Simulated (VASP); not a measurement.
# Bi (P6_3/mmc) in VASP: a series of runs

The runs below take Bi through single point, with r2SCAN.

Everything below comes from runs of VASP 6.6.1. Logs are shortened: lines on timing, memory, paths and dates and some standing lists are left out, and cuts for length are marked.

## (1) The cell of the first run

It takes space group P6_3/mmc (No. 194, hexagonal). Conventional cell: a = 4.471 Å, b = 4.471 Å, c = 11.474 Å, α = 90.00°, β = 90.00°, γ = 120.00°. Bi (site symmetry -6m2) has 6 Bi at 4.47 Å within 5.9 Å.

This isn't the form of Bi at room conditions, which is rhombohedral.

## (2) Single point, r2SCAN (strain -0.015 along x and y, -0.030 along z)

POSCAR reads:

```
Bi
1.0
    4.4709152952      0.0000000000      0.0000000000
   -2.2354576476      3.8719262238      0.0000000000
    0.0000000000      0.0000000000     11.4741300000
Bi
2
Direct
    0.3333333333      0.6666666667      0.2500000000
    0.6666666667      0.3333333333      0.7500000000
```

INCAR.step1 reads:

```
SYSTEM = Bi
PREC = Accurate
ENCUT = 520
ISMEAR = 0
SIGMA = 0.15
LREAL = .False.
LASPH = .True.
NELM = 60
NBANDS = 22
GGA = PE
ALGO = Normal
EDIFF = 1E-4
LWAVE = .True.
LCHARG = .False.
```

INCAR.step2 reads:

```
SYSTEM = Bi
PREC = Accurate
ENCUT = 520
EDIFF = 1E-6
ISMEAR = 0
SIGMA = 0.15
LREAL = .False.
LASPH = .True.
NELM = 60
ALGO = Normal
ISIF = 2
LWAVE = .False.
LCHARG = .True.
METAGGA = R2SCAN
LMIXTAU = .True.
LELF = .True.
LVHAR = .True.
NBANDS = 22
ISTART = 1
```

KPOINTS reads:

```
regular mesh
0
Gamma
  12 12 4
  0 0 0
```

Potentials or basis: VASP PAW PBE potentials, release 64 (Bi_d).

Launch:

```console
> cat potpaw_PBE.64/Bi_d/POTCAR > POTCAR
> cp INCAR.step1 INCAR
> mpirun -np 1 vasp_std > vasp.out
> cp INCAR.step2 INCAR
> mpirun -np 1 vasp_std > vasp.out
```

OUTCAR:

```text
SYSTEM = Bi
   PREC = Accurate
   ENCUT = 520
   EDIFF = 1E-6
   ISMEAR = 0
   LREAL = .False.
   LASPH = .True.
   NELM = 60
   ISIF = 2
   METAGGA = R2SCAN
   ISTART = 1

 ion  position               nearest neighbor table
   1  0.333  0.667  0.250-
   2  0.667  0.333  0.750-

  LATTYP: Found a hexagonal cell.
 ALAT       =     4.4709152952
 C/A-ratio  =     2.5663939579

  Lattice vectors:

 A1 = (   4.4709152952,   0.0000000000,   0.0000000000)
 A2 = (  -2.2354576476,   3.8719262238,   0.0000000000)
 A3 = (   0.0000000000,   0.0000000000,  11.4741300000)

Analysis of symmetry for initial positions (statically):
=====================================================================
 Subroutine PRICEL returns:
 Original cell was already a primitive cell.

 Routine SETGRP: Setting up the symmetry group for a
 hexagonal supercell.

 Subroutine GETGRP returns: Found 24 space group operations
 (whereof 12 operations were pure point group operations)
 out of a pool of 24 trial point group operations.

The static configuration has the point symmetry D_3d.
 The point group associated with its full space group is D_6h.

Analysis of symmetry for dynamics (positions and initial velocities):
=====================================================================
 Subroutine PRICEL returns:
 Original cell was already a primitive cell.

 Routine SETGRP: Setting up the symmetry group for a
 hexagonal supercell.

 Subroutine GETGRP returns: Found 24 space group operations
 (whereof 12 operations were pure point group operations)
 out of a pool of 24 trial point group operations.

The dynamic configuration has the point symmetry D_3d.
 The point group associated with its full space group is D_6h.

 Subroutine INISYM returns: Found 24 space group operations
 (whereof 12 operations are pure point group operations),
 and found     1 'primitive' translations

----------------------------------------------------------------------------------------

                                     Primitive cell

  volume of cell :     198.6293

  direct lattice vectors                    reciprocal lattice vectors
     4.470915295  0.000000000  0.000000000     0.223667847  0.129134692  0.000000000
    -2.235457648  3.871926224  0.000000000     0.000000000  0.258269384  0.000000000
     0.000000000  0.000000000 11.474130000     0.000000000  0.000000000  0.087152577

  length of vectors
     4.470915295  4.470915295 11.474130000     0.258269384  0.258269384  0.087152577

  position of ions in fractional coordinates (direct lattice)
     0.333333333  0.666666667  0.250000000
     0.666666667  0.333333333  0.750000000

  ion indices of the primitive-cell ions
   primitive index   ion index
                 1           1
                 2           2

----------------------------------------------------------------------------------------

 KPOINTS: regular mesh

Automatic generation of k-mesh.
 Grid dimensions read from file:
 generate k-points for:   12   12    4

 Generating k-lattice:

  Cartesian coordinates                     Fractional coordinates (reciprocal lattice)
     0.018638987  0.010761224  0.000000000     0.083333333  0.000000000  0.000000000
     0.000000000  0.021522449  0.000000000     0.000000000  0.083333333  0.000000000
     0.000000000  0.000000000  0.021788144     0.000000000  0.000000000  0.250000000

  Length of vectors
     0.021522449  0.021522449  0.021788144

  Shift w.r.t. Gamma in fractional coordinates (k-lattice)
     0.000000000  0.000000000  0.000000000

 Subroutine IBZKPT returns following result:
 ===========================================

 Found     57 irreducible k-points:

 Following reciprocal coordinates:
            Coordinates               Weight
  0.000000  0.000000  0.000000      1.000000
  0.083333  0.000000  0.000000      6.000000
  0.166667  0.000000  0.000000      6.000000
  0.250000  0.000000  0.000000      6.000000
  0.333333  0.000000  0.000000      6.000000
  0.416667  0.000000  0.000000      6.000000
[... 16 lines left out ...]
  0.250000  0.000000  0.250000     12.000000
  0.333333  0.000000  0.250000     12.000000
 [... further k-points ...]
   k-points           NKPTS =     57   k-points in BZ     NKDIM =     57   number of bands    NBANDS=     22
   number of dos      NEDOS =    301   number of ions     NIONS =      2
   total plane-waves  NPLWV = 116640
   dimension x,y,z NGX =    36 NGY =   36 NGZ =   90
   dimension x,y,z NGXF=    72 NGYF=   72 NGZF=  180
   ions per type =               2
   NGX,Y,Z   is equivalent  to a cutoff of  13.39, 13.39, 13.04 a.u.
   NGXF,Y,Z  is equivalent  to a cutoff of  26.77, 26.77, 26.08 a.u.
 SYSTEM =  Bi
   PREC   = accura    normal or accurate (medium, high low for compatibility)
   ISTART =      1    job   : 0-new  1-cont  2-samecut
   ICHARG =      0    charge: 1-file 2-atom 10-const
   ISPIN  =      1    spin polarized calculation?
   LNONCOLLINEAR =      F non collinear calculations
   LSORBIT =      F    spin-orbit coupling
   LASPH  =      T    aspherical Exc in radial PAW
   ENCUT  =  520.0 eV  38.22 Ry    6.18 a.u.   8.31  8.31 21.33*2*pi/ulx,y,z
   NELM   =     60;   NELMIN=  2; NELMDL=  0     # of ELM steps
   EDIFF  = 0.1E-05   stopping-criterion for ELM
   LREAL  =      F    real-space projection
   EDIFFG = 0.1E-04   stopping-criterion for IOM
   NSW    =      0    number of steps for IOM
   IBRION =     -1    ionic relax: 0-MD 1-quasi-New 2-CG
   NFREE  =      0    steps in history (QN), initial steepest desc. (CG)
   ISIF   =      2    stress and relaxation
   ISYM   =      2    0-nonsym 1-usesym 2-fastsym
   POTIM  = 0.5000    time-step for ionic-motion
   TEBEG  =    0.0;   TEEND  =   0.0 temperature during run
   PSTRESS=    0.0 pullay stress
   NELECT =      30.0000    total number of electrons
   NUPDOWN=      -1.0000    fix difference up-down
   EMIN   =  10.00;   EMAX   =-10.00  energy-range for DOS
   EFERMI =   0.00;   METHOD = LEGACY
   ISMEAR =     0;   SIGMA  =   0.15  broadening in eV -4-tet -1-fermi 0-gaus
   EFERMI_NEDOS =   21; number of points for ismear=-14 and -15
   IALGO  =     38    algorithm
   IMIX   =      4    mixing-type and parameters
     AMIX     =   0.40;   BMIX     =  1.00
     AMIX_MAG =   1.60;   BMIX_MAG =  1.00
  volume/ion in A,a.u.               =      99.31       670.21
  Fermi-wavevector in a.u.,A,eV,Ry     =   0.871835  1.647529 10.341731  0.760096
  Thomas-Fermi vector in A             =   1.990999
   LORBIT       =      0    0 simple, 1 ext, 2 COOP (PROOUT), +10 PAW based schemes
   METAGGA = R2SCAN    functional components
   LHFCALC =     F    Hartree Fock is set to
   AEXX    =    0.0000 exact exchange contribution
   IVDW    =     0    specifies the selected vdW correction
   LEPSILON=     F    determine dielectric tensor
   LRPA    =     F    only Hartree local field effects (RPA)
 non-spin polarized calculation
 Gauss-broadening in eV      SIGMA  =   0.15
  energy-cutoff  :      520.00
  volume of cell :      198.63
 maximum number of plane-waves:      5380
 NGX is ok and might be reduce to    36
   NGX = 17   NGY = 17   NGZ = 43

 number of electron      30.0000011 magnetization

 Free energy of the ion-electron system (eV)
  ---------------------------------------------------
  ext. energy  EPLUGINS =         0.00000000
  ---------------------------------------------------
  free energy    TOTEN  =      -112.10605594 eV

  energy without entropy =     -112.01986116  energy(sigma->0) =     -112.06295855

 E-fermi :  -0.9811     XC(G=0):  -5.8653

 val. band max:       -0.9897260665   @ k =   0.1667   0.0833   0.5000
 cond. band min:      -0.9811004692   @ k =   0.2500   0.2500   0.0000
 fundamental gap:      0.0086255973
 Fermi energy:        -0.9811106493

 k-point     1 :       0.0000    0.0000    0.0000
  band No.  band energies     occupation
      1     -24.4952      2.00000
      2     -24.4952      2.00000
      3     -24.4952      2.00000
      4     -24.4952      2.00000
      5     -24.4650      2.00000
      6     -24.4650      2.00000
[... 14 lines left out ...]
     21       5.2905      0.00000
     22       5.4539      0.00000

 k-point     2 :       0.0833    0.0000    0.0000
  band No.  band energies     occupation
      1     -24.4952      2.00000
      2     -24.4952      2.00000
      3     -24.4945      2.00000
      4     -24.4945      2.00000
      5     -24.4653      2.00000
      6     -24.4652      2.00000
[... 14 lines left out ...]
     21       5.4224      0.00000
     22       5.5856      0.00000

 k-point     3 :       0.1667    0.0000    0.0000
  band No.  band energies     occupation
      1     -24.4952      2.00000
      2     -24.4952      2.00000
      3     -24.4927      2.00000
      4     -24.4927      2.00000
      5     -24.4659      2.00000
      6     -24.4659      2.00000
[... 14 lines left out ...]
     21       5.3498      0.00000
     22       6.0503      0.00000

 k-point     4 :       0.2500    0.0000    0.0000
  band No.  band energies     occupation
      1     -24.4953      2.00000
      2     -24.4953      2.00000
      3     -24.4901      2.00000
      4     -24.4901      2.00000
      5     -24.4668      2.00000
      6     -24.4667      2.00000
[... 14 lines left out ...]
     21       5.3727      0.00000
     22       5.8372      0.00000

 k-point     5 :       0.3333    0.0000    0.0000
  band No.  band energies     occupation
      1     -24.4954      2.00000
      2     -24.4954      2.00000
      3     -24.4875      2.00000
      4     -24.4875      2.00000
      5     -24.4676      2.00000
      6     -24.4676      2.00000
[... 417 lines left out ...]
 k-point    22 :       0.1667    0.0000    0.2500
  band No.  band energies     occupation
      1     -24.4952      2.00000
      2     -24.4952      2.00000
      3     -24.4927      2.00000
      4     -24.4927      2.00000
      5     -24.4659      2.00000
      6     -24.4659      2.00000
[... 14 lines left out ...]
     21       5.7026      0.00000
     22       6.0103      0.00000

 k-point    23 :       0.2500    0.0000    0.2500
  band No.  band energies     occupation
      1     -24.4953      2.00000
      2     -24.4953      2.00000
      3     -24.4901      2.00000
      4     -24.4901      2.00000
      5     -24.4668      2.00000
      6     -24.4667      2.00000
[... 14 lines left out ...]
     21       5.5075      0.00000
     22       5.7890      0.00000

 k-point    24 :       0.3333    0.0000    0.2500
  band No.  band energies     occupation
      1     -24.4954      2.00000
      2     -24.4954      2.00000
      3     -24.4875      2.00000
      4     -24.4875      2.00000
      5     -24.4676      2.00000
      6     -24.4676      2.00000
[... 14 lines left out ...]
     21       5.1174      0.00000
     22       5.4077      0.00000

 [... further k-points ...]
[... 5 lines left out ...]
  --------------------------------------------------------------------------------------
  -------------------------------------------------------------------------------------
  Total       -6.7382798     -6.7382798     -0.7564995      0.0000000      0.0000000      0.0000000
  in kB      -54.3521015    -54.3521015     -6.1020527      0.0000000      0.0000000      0.0000000
  external PRESSURE =     -38.2687519 kB  Pullay stress =       0.0000000 kB

 VOLUME and BASIS-vectors are now :
 -----------------------------------------------------------------------------
  energy-cutoff  :      520.00
  volume of cell :      198.63
      direct lattice vectors                 reciprocal lattice vectors
     4.470915295  0.000000000  0.000000000     0.223667847  0.129134692  0.000000000
    -2.235457648  3.871926224  0.000000000     0.000000000  0.258269384  0.000000000
     0.000000000  0.000000000 11.474130000     0.000000000  0.000000000  0.087152577

 POSITION                                       TOTAL-FORCE (eV/Angst)
 -----------------------------------------------------------------------------------
     -0.00000      2.58128      2.86853         0.000000     -0.000000      0.000000
      2.23546      1.29064      8.60560         0.000000      0.000000      0.000000
 -----------------------------------------------------------------------------------
    total drift:                                0.000000     -0.000000      0.000000

  FREE ENERGIE OF THE ION-ELECTRON SYSTEM (eV)
  ---------------------------------------------------
  free  energy   TOTEN  =      -112.1060559389 eV

  energy  without entropy=     -112.0198611599  energy(sigma->0) =     -112.06295855
```

It took 8.9 min on 1 thread of Intel Xeon 6975P-C (Granite Rapids), shared host; peak memory 0.49 GiB.

Results:

```
Free energy            : -112.1061 eV
Pressure               : -3.8 GPa
Band gap on the k mesh : zero (bands 15 and 16 overlap by 2.45 eV)
```

Caveat: the cell differs from its parent crystal (strain -0.015 along x and y, -0.030 along z); the cell stands under tension; the PAW data sets were made with another functional, which shifts forces and pressure a little; spin-orbit coupling is left out, which moves the levels of the heavy elements.

(Continued in part 2 of 2.)
